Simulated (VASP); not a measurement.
# Fe (Im-3m) in VASP: notebook

Aim: see how the results for Fe move with the level of theory and the settings. Levels: LDA, PBE. Tasks: single point.

Everything below comes from runs of VASP 6.6.1. Logs are shortened: lines on timing, memory, paths and dates and some standing lists are left out, and cuts for length are marked.

## 1. The cell of the first run

The structure is cubic, space group Im-3m (No. 229). Conventional cell: a = 2.254 Å, b = 2.254 Å, c = 2.254 Å, α = 90.00°, β = 90.00°, γ = 90.00°. Within 2.6 Å of Fe (site symmetry m-3m) lie 14 Fe at 1.95 to 2.25 Å.

## 2. Single point, LDA, collinear spin, ferromagnetic start (volume scaled by 0.55)

File INCAR:

```
PREC     = Accurate       # precision mode
ENCUT    = 520            # plane-wave cutoff, eV
EDIFF    = 1E-6           # SCF threshold, eV
ISMEAR   = -1             # smearing method
SIGMA    = 0.05           # smearing width, eV
LREAL    = F              # projectors in reciprocal space
LASPH    = T              # aspherical terms in the spheres
NELM     = 150            # most SCF steps
ALGO     = Normal         # electronic algorithm
ISIF     = 2              # what is computed and relaxed
LWAVE    = F              # write WAVECAR
LCHARG   = F              # write CHGCAR
ISPIN    = 2              # spin polarisation
MAGMOM   = 2.5            # initial moments
LORBIT   = 11             # projections on sites
LMAXMIX  = 4              # l up to which the mixer works
NBANDS   = 14             # bands
```

File KPOINTS:

```
Automatic mesh
0
Gamma
  21 21 21
```

File POSCAR:

```
Fe
1.0
   -1.1271482633      1.1271482633      1.1271482633
    1.1271482633     -1.1271482633      1.1271482633
    1.1271482633      1.1271482633     -1.1271482633
Fe
1
Direct
    0.0000000000      0.0000000000      0.0000000000
```

Potentials or basis: VASP PAW LDA potentials, release 64 (Fe).

Command:

```bash
cat potpaw_LDA.64/Fe/POTCAR > POTCAR
mpirun -np 1 vasp_std > vasp.out
```

OUTCAR:

```text
PREC = Accurate
   ENCUT = 520
   EDIFF = 1E-6
   ISMEAR = -1
   LREAL = F
   LASPH = T
   NELM = 150
   ISIF = 2
   ISPIN = 2
   LORBIT = 11

 ion  position               nearest neighbor table
   1  0.000  0.000  0.000-

  LATTYP: Found a body centered cubic cell.
 ALAT       =     2.2542965266

  Lattice vectors:

 A1 = (  -1.1271482633,   1.1271482633,   1.1271482633)
 A2 = (   1.1271482633,  -1.1271482633,   1.1271482633)
 A3 = (   1.1271482633,   1.1271482633,  -1.1271482633)

Analysis of symmetry for initial positions (statically):
=====================================================================
 Subroutine PRICEL returns:
 Original cell was already a primitive cell.

 Routine SETGRP: Setting up the symmetry group for a
 body centered cubic supercell.

 Subroutine GETGRP returns: Found 48 space group operations
 (whereof 48 operations were pure point group operations)
 out of a pool of 48 trial point group operations.

The static configuration has the point symmetry O_h .

Analysis of symmetry for dynamics (positions and initial velocities):
=====================================================================
 Subroutine PRICEL returns:
 Original cell was already a primitive cell.

 Routine SETGRP: Setting up the symmetry group for a
 body centered cubic supercell.

 Subroutine GETGRP returns: Found 48 space group operations
 (whereof 48 operations were pure point group operations)
 out of a pool of 48 trial point group operations.

The dynamic configuration has the point symmetry O_h .

Analysis of structural, dynamic, and magnetic symmetry:
=====================================================================
 Subroutine PRICEL returns:
 Original cell was already a primitive cell.

 Routine SETGRP: Setting up the symmetry group for a
 body centered cubic supercell.

 Subroutine GETGRP returns: Found 48 space group operations
 (whereof 48 operations were pure point group operations)
 out of a pool of 48 trial point group operations.

The overall configuration has the point symmetry O_h .

 Subroutine INISYM returns: Found 48 space group operations
 (whereof 48 operations are pure point group operations),
 and found     1 'primitive' translations

----------------------------------------------------------------------------------------

                                     Primitive cell

  volume of cell :       5.7280

  direct lattice vectors                    reciprocal lattice vectors
    -1.127148263  1.127148263  1.127148263     0.000000000  0.443597365  0.443597365
     1.127148263 -1.127148263  1.127148263     0.443597365  0.000000000  0.443597365
     1.127148263  1.127148263 -1.127148263     0.443597365  0.443597365  0.000000000

  length of vectors
     1.952278060  1.952278060  1.952278060     0.627341410  0.627341410  0.627341410

  position of ions in fractional coordinates (direct lattice)
     0.000000000  0.000000000  0.000000000

  ion indices of the primitive-cell ions
   primitive index   ion index
                 1           1

----------------------------------------------------------------------------------------

 KPOINTS: Automatic mesh

Automatic generation of k-mesh.
 Grid dimensions read from file:
 generate k-points for:   21   21   21

 Generating k-lattice:

  Cartesian coordinates                     Fractional coordinates (reciprocal lattice)
     0.000000000  0.021123684  0.021123684     0.047619048  0.000000000  0.000000000
     0.021123684  0.000000000  0.021123684     0.000000000  0.047619048  0.000000000
     0.021123684  0.021123684  0.000000000     0.000000000  0.000000000  0.047619048

  Length of vectors
     0.029873400  0.029873400  0.029873400

  Shift w.r.t. Gamma in fractional coordinates (k-lattice)
     0.000000000  0.000000000  0.000000000

 Subroutine IBZKPT returns following result:
 ===========================================

 Found    286 irreducible k-points:

 Following reciprocal coordinates:
            Coordinates               Weight
  0.000000  0.000000  0.000000      1.000000
  0.047619  0.000000  0.000000     12.000000
  0.095238  0.000000  0.000000     12.000000
  0.142857  0.000000  0.000000     12.000000
  0.190476  0.000000  0.000000     12.000000
  0.238095  0.000000  0.000000     12.000000
[... 16 lines left out ...]
  0.142857  0.095238 -0.000000     48.000000
  0.190476  0.095238  0.000000     48.000000
 [... further k-points ...]
   k-points           NKPTS =    286   k-points in BZ     NKDIM =    286   number of bands    NBANDS=     14
   number of dos      NEDOS =    301   number of ions     NIONS =      1
   total plane-waves  NPLWV =   4096
   dimension x,y,z NGX =    16 NGY =   16 NGZ =   16
   dimension x,y,z NGXF=    32 NGYF=   32 NGZF=   32
   ions per type =               1
   NGX,Y,Z   is equivalent  to a cutoff of  13.62, 13.62, 13.62 a.u.
   NGXF,Y,Z  is equivalent  to a cutoff of  27.25, 27.25, 27.25 a.u.
 SYSTEM =  unknown system
   PREC   = accura    normal or accurate (medium, high low for compatibility)
   ISTART =      0    job   : 0-new  1-cont  2-samecut
   ICHARG =      2    charge: 1-file 2-atom 10-const
   ISPIN  =      2    spin polarized calculation?
   LNONCOLLINEAR =      F non collinear calculations
   LSORBIT =      F    spin-orbit coupling
   LASPH  =      T    aspherical Exc in radial PAW
   ENCUT  =  520.0 eV  38.22 Ry    6.18 a.u.   3.63  3.63  3.63*2*pi/ulx,y,z
   NELM   =    150;   NELMIN=  2; NELMDL= -5     # of ELM steps
   EDIFF  = 0.1E-05   stopping-criterion for ELM
   LREAL  =      F    real-space projection
   EDIFFG = 0.1E-04   stopping-criterion for IOM
   NSW    =      0    number of steps for IOM
   IBRION =     -1    ionic relax: 0-MD 1-quasi-New 2-CG
   NFREE  =      0    steps in history (QN), initial steepest desc. (CG)
   ISIF   =      2    stress and relaxation
   ISYM   =      2    0-nonsym 1-usesym 2-fastsym
   POTIM  = 0.5000    time-step for ionic-motion
   TEBEG  =    0.0;   TEEND  =   0.0 temperature during run
   PSTRESS=    0.0 pullay stress
   NELECT =       8.0000    total number of electrons
   NUPDOWN=      -1.0000    fix difference up-down
   EMIN   =  10.00;   EMAX   =-10.00  energy-range for DOS
   EFERMI =   0.00;   METHOD = LEGACY
   ISMEAR =    -1;   SIGMA  =   0.05  broadening in eV -4-tet -1-fermi 0-gaus
   EFERMI_NEDOS =   21; number of points for ismear=-14 and -15
   IALGO  =     38    algorithm
   IMIX   =      4    mixing-type and parameters
     AMIX     =   0.40;   BMIX     =  1.00
     AMIX_MAG =   1.60;   BMIX_MAG =  1.00
  volume/ion in A,a.u.               =       5.73        38.65
  Fermi-wavevector in a.u.,A,eV,Ry     =   1.829941  3.458087 45.561619  3.348685
  Thomas-Fermi vector in A             =   2.884513
   LORBIT       =     11    0 simple, 1 ext, 2 COOP (PROOUT), +10 PAW based schemes
   GGA     = CA    functional components
   LHFCALC =     F    Hartree Fock is set to
   AEXX    =    0.0000 exact exchange contribution
   IVDW    =     0    specifies the selected vdW correction
   LEPSILON=     F    determine dielectric tensor
   LRPA    =     F    only Hartree local field effects (RPA)
 spin polarized calculation
  energy-cutoff  :      520.00
  volume of cell :        5.73
 maximum number of plane-waves:       164
   NGX =  7   NGY =  7   NGZ =  7

 number of electron       8.0000006 magnetization       0.1697926

 number of electron       8.0000006 magnetization      -0.0007426

 Free energy of the ion-electron system (eV)
  ---------------------------------------------------
  ext. energy  EPLUGINS =         0.00000000
  ---------------------------------------------------
  free energy    TOTEN  =        -4.46264290 eV

  energy without entropy =       -4.45169226  energy(sigma->0) =       -4.45716758

 E-fermi :  16.0565     XC(G=0): -17.6910

 val. band max:       16.0551058364   @ k =   0.3810   0.0476   0.0476
 cond. band min:      16.0609297747   @ k =   0.3810   0.1429   0.0476
 fundamental gap:      0.0058239383
 Fermi energy:        16.0565272468

 spin component 1

 k-point     1 :       0.0000    0.0000    0.0000
  band No.  band energies     occupation
      1       4.0785      1.00000
      2      11.8220      1.00000
      3      11.8220      1.00000
      4      11.8220      1.00000
      5      15.7524      0.99772
      6      15.7524      0.99772
      7      47.7201      0.00000
      8      47.7201      0.00000
      9      47.7201      0.00000
     10      59.6674      0.00000
     11      59.6674      0.00000
     12      63.9424      0.00000
     13      63.9424      0.00000
     14      63.9424      0.00000

 k-point     2 :       0.0476    0.0000    0.0000
  band No.  band energies     occupation
      1       4.2520      1.00000
      2      11.7403      1.00000
      3      11.8123      1.00000
      4      11.9623      1.00000
      5      15.6537      0.99968
      6      15.7587      0.99742
      7      47.4617      0.00000
      8      47.7054      0.00000
      9      47.8804      0.00000
     10      59.1989      0.00000
     11      60.0496      0.00000
     12      63.4774      0.00000
     13      63.6658      0.00000
     14      64.5075      0.00000
[... 343 lines left out ...]
      1       6.7236      1.00000
      2      10.7517      1.00000
      3      11.0885      1.00000
      4      14.5438      1.00000
      5      14.7966      1.00000
      6      16.1254      0.20143
      7      43.8115      0.00000
      8      45.7216      0.00000
      9      50.0211      0.00000
     10      57.1160      0.00000
     11      58.4555      0.00000
     12      62.2521      0.00000
     13      66.2743      0.00000
     14      67.3230      0.00000

 k-point    24 :       0.1905    0.0952    0.0000
  band No.  band energies     occupation
      1       7.3252      1.00000
      2      10.2801      1.00000
      3      11.1949      1.00000
      4      14.8142      1.00000
      5      15.6787      0.99948
      6      16.3342      0.00386
      7      42.1734      0.00000
      8      44.4597      0.00000
      9      50.7970      0.00000
     10      55.3976      0.00000
     11      59.2267      0.00000
     12      62.1648      0.00000
     13      67.1738      0.00000
     14      68.6081      0.00000

 [... further k-points ...]

 spin component 2

 k-point     1 :       0.0000    0.0000    0.0000
  band No.  band energies     occupation
      1       4.0782      1.00000
      2      11.8214      1.00000
      3      11.8214      1.00000
      4      11.8214      1.00000
      5      15.7514      0.99777
      6      15.7514      0.99777
      7      47.7200      0.00000
      8      47.7200      0.00000
      9      47.7200      0.00000
     10      59.6671      0.00000
     11      59.6671      0.00000
     12      63.9416      0.00000
     13      63.9416      0.00000
     14      63.9416      0.00000

 k-point     2 :       0.0476    0.0000    0.0000
  band No.  band energies     occupation
      1       4.2518      1.00000
      2      11.7397      1.00000
      3      11.8118      1.00000
      4      11.9618      1.00000
      5      15.6527      0.99969
      6      15.7577      0.99747
      7      47.4615      0.00000
      8      47.7053      0.00000
      9      47.8803      0.00000
     10      59.1986      0.00000
     11      60.0493      0.00000
     12      63.4767      0.00000
     13      63.6651      0.00000
     14      64.5068      0.00000
[... 343 lines left out ...]
      1       6.7233      1.00000
      2      10.7512      1.00000
      3      11.0879      1.00000
      4      14.5432      1.00000
      5      14.7957      1.00000
      6      16.1244      0.20472
      7      43.8112      0.00000
      8      45.7213      0.00000
      9      50.0210      0.00000
     10      57.1156      0.00000
     11      58.4551      0.00000
     12      62.2516      0.00000
     13      66.2740      0.00000
     14      67.3225      0.00000

 k-point    24 :       0.1905    0.0952    0.0000
  band No.  band energies     occupation
      1       7.3249      1.00000
      2      10.2796      1.00000
      3      11.1944      1.00000
      4      14.8133      1.00000
      5      15.6781      0.99948
      6      16.3332      0.00394
      7      42.1730      0.00000
      8      44.4594      0.00000
      9      50.7968      0.00000
     10      55.3972      0.00000
     11      59.2264      0.00000
     12      62.1643      0.00000
     13      67.1733      0.00000
     14      68.6076      0.00000

 [... further k-points ...]

------------------------ aborting loop because EDIFF is reached ----------------------------------------

  FORCE on cell =-STRESS in cart. coord.  units (eV):
  Direction    XX          YY          ZZ          XY          YZ          ZX
  --------------------------------------------------------------------------------------
  -------------------------------------------------------------------------------------
  Total       20.4743132     20.4743132     20.4743132      0.0000000      0.0000000      0.0000000
  in kB     5726.8629997   5726.8629997   5726.8629997      0.0000000      0.0000000      0.0000000
  external PRESSURE =    5726.8629997 kB  Pullay stress =       0.0000000 kB

 VOLUME and BASIS-vectors are now :
 -----------------------------------------------------------------------------
  energy-cutoff  :      520.00
  volume of cell :        5.73
      direct lattice vectors                 reciprocal lattice vectors
    -1.127148263  1.127148263  1.127148263     0.000000000  0.443597365  0.443597365
     1.127148263 -1.127148263  1.127148263     0.443597365  0.000000000  0.443597365
     1.127148263  1.127148263 -1.127148263     0.443597365  0.443597365  0.000000000

 POSITION                                       TOTAL-FORCE (eV/Angst)
 -----------------------------------------------------------------------------------
      0.00000      0.00000      0.00000        -0.000000      0.000000     -0.000000
 -----------------------------------------------------------------------------------
    total drift:                                0.000000      0.000000     -0.000000

  FREE ENERGIE OF THE ION-ELECTRON SYSTEM (eV)
  ---------------------------------------------------
  free  energy   TOTEN  =        -4.4626429032 eV

  energy  without entropy=       -4.4516922649  energy(sigma->0) =       -4.45716758

 total charge

# of ion       s       p       d       tot
------------------------------------------
    1        0.908   1.389   7.563   9.860

 magnetization (x)

# of ion       s       p       d       tot
------------------------------------------
    1        0.000   0.000  -0.001  -0.001
```

It took 13 s on 1 thread of Intel Xeon 6975P-C (Granite Rapids), shared host; peak memory 0.14 GiB.

Results:

* Free energy: -4.4626 eV
* Pressure: 572.7 GPa
* Band gap on the k mesh: zero (filled and empty bands overlap)
* Net moment: 0.00 μB per cell

Caveat: the starting moments collapsed, and a magnetic state may lie lower.

## 3. Single point, LDA, collinear spin, ferromagnetic start (volume scaled by 0.55)

File INCAR:

```
SYSTEM = Fe
ALGO = Normal
EDIFF = 1E-6
ENCUT = 520
ISIF = 2
ISMEAR = -1
ISPIN = 2
LASPH = .True.
LCHARG = .False.
LMAXMIX = 4
LORBIT = 11
LREAL = .False.
LWAVE = .False.
MAGMOM = 2.5
NBANDS = 14
NELM = 150
PREC = Accurate
SIGMA = 0.05
```

File KPOINTS:

```
k-points
0
Gamma
  21 21 21
  0 0 0
```

POSCAR is that of step 2.

Potentials or basis: VASP PAW LDA potentials, release 64 (Fe).

Command:

```bash
cat potpaw_LDA.64/Fe/POTCAR > POTCAR
mpirun -np 1 vasp_std > vasp.out
```

OUTCAR:

```text
SYSTEM = Fe
   EDIFF = 1E-6
   ENCUT = 520
   ISIF = 2
   ISMEAR = -1
   ISPIN = 2
   LASPH = .True.
   LORBIT = 11
   LREAL = .False.
   NELM = 150
   PREC = Accurate

 ion  position               nearest neighbor table
   1  0.000  0.000  0.000-

  LATTYP: Found a body centered cubic cell.
 ALAT       =     2.2542965266

  Lattice vectors:

 A1 = (  -1.1271482633,   1.1271482633,   1.1271482633)
 A2 = (   1.1271482633,  -1.1271482633,   1.1271482633)
[... 1017 lines left out ...]

 [... further k-points ...]
[... 5 lines left out ...]
  --------------------------------------------------------------------------------------
  -------------------------------------------------------------------------------------
  Total       20.4743132     20.4743132     20.4743132      0.0000000      0.0000000      0.0000000
  in kB     5726.8629997   5726.8629997   5726.8629997      0.0000000      0.0000000      0.0000000
  external PRESSURE =    5726.8629997 kB  Pullay stress =       0.0000000 kB

 VOLUME and BASIS-vectors are now :
 -----------------------------------------------------------------------------
  energy-cutoff  :      520.00
  volume of cell :        5.73
      direct lattice vectors                 reciprocal lattice vectors
    -1.127148263  1.127148263  1.127148263     0.000000000  0.443597365  0.443597365
     1.127148263 -1.127148263  1.127148263     0.443597365  0.000000000  0.443597365
     1.127148263  1.127148263 -1.127148263     0.443597365  0.443597365  0.000000000

 POSITION                                       TOTAL-FORCE (eV/Angst)
 -----------------------------------------------------------------------------------
      0.00000      0.00000      0.00000        -0.000000      0.000000     -0.000000
 -----------------------------------------------------------------------------------
    total drift:                                0.000000      0.000000     -0.000000

  FREE ENERGIE OF THE ION-ELECTRON SYSTEM (eV)
  ---------------------------------------------------
  free  energy   TOTEN  =        -4.4626429032 eV

  energy  without entropy=       -4.4516922649  energy(sigma->0) =       -4.45716758

 total charge

# of ion       s       p       d       tot
------------------------------------------
    1        0.908   1.389   7.563   9.860

 magnetization (x)

# of ion       s       p       d       tot
------------------------------------------
    1        0.000   0.000  -0.001  -0.001
```

Run time: 13 s. Hardware: 1 thread of Intel Xeon 6975P-C (Granite Rapids), shared host; peak memory 0.14 GiB.

What came out:

```
Free energy            : -4.4626 eV
Pressure               : 572.7 GPa
Band gap on the k mesh : zero (filled and empty bands overlap)
Net moment             : 0.00 μB per cell
```

Levels at points of the mesh, in eV from the Fermi level:
Spin up:
```csv
k point,band 2,band 3,band 4,band 5,band 6,band 7
"(0.00, 0.00, 0.00)",-4.23,-4.23,-4.23,-0.30,-0.30,31.66
```
Spin down:
| k point | band 1 | band 2 | band 3 | band 4 | band 5 | band 6 | band 7 | band 8 | band 9 |
| --- | --- | --- | --- | --- | --- | --- | --- | --- | --- |
| (0.00, 0.00, 0.00) | -11.98 | -4.24 | -4.24 | -4.24 | -0.31 | -0.31 | 31.66 | 31.66 | 31.66 |

Caveat: the starting moments collapsed, and a magnetic state may lie lower.

[end of part 1 of 2]
